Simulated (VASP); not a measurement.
Here is a VASP 6.6.1 calculation.

File INCAR:

```
  ALGO = Normal
  EDIFF = 1E-7
  EDIFFG = -0.02
  ENCUT = 500
  GGA = PS
  GGA_COMPAT = False
  IBRION = 2
  ISIF = 8
  ISMEAR = -1
  LASPH = True
  LCHARG = False
  LREAL = False
  LWAVE = False
  NELM = 120
  NELMIN = 4
  NSW = 60
  PREC = Accurate
  SIGMA = 0.05
```

Contents of KPOINTS:

```
k-points
0
Gamma
  7 7 4
```

Contents of POSCAR:

```
Ru
1.0
    2.7058000000      0.0000000000      0.0000000000
   -1.3529000000      2.3432920000      0.0000000000
    0.0000000000      0.0000000000      4.2819000000
Ru
2
Direct
    0.3333333333      0.6666666667      0.2500000000
    0.6666666667      0.3333333333      0.7500000000
```

Potentials or basis: VASP PAW PBE potentials, release 64 (Ru_pv).

Command:

```bash
$ cat potpaw_PBE.64/Ru_pv/POTCAR > POTCAR
$ mpirun -np 1 vasp_std > vasp.out
```

**Question.** Predict the relaxed volume.

**Answer.** 13.35 Å³/atom.

**Question.** Estimate the band gap on the k mesh.

**Answer.** Zero (band 14 reaches 14.39 eV, above the bottom of band 15 at 11.59 eV).

**Question.** What does it give for the space group after relaxing (to 0.05 Å)?

**Answer.** P6_3/mmc (No. 194).

**Question.** What does it give for the relaxed cell?

**Answer.** a = 2.690 Å, b = 2.690 Å, c = 4.258 Å, α = 90.00°, β = 90.00°, γ = 120.00°.

Stress tensor (GPa, compression positive):
```
 2.13  0.00  0.00
 0.00  2.13  0.00
 0.00  0.00 -4.65
```

Caveat: the k points lie up to 0.39 Å⁻¹ apart in the final cell; the PAW data sets were made with another functional, which shifts forces and pressure a little.
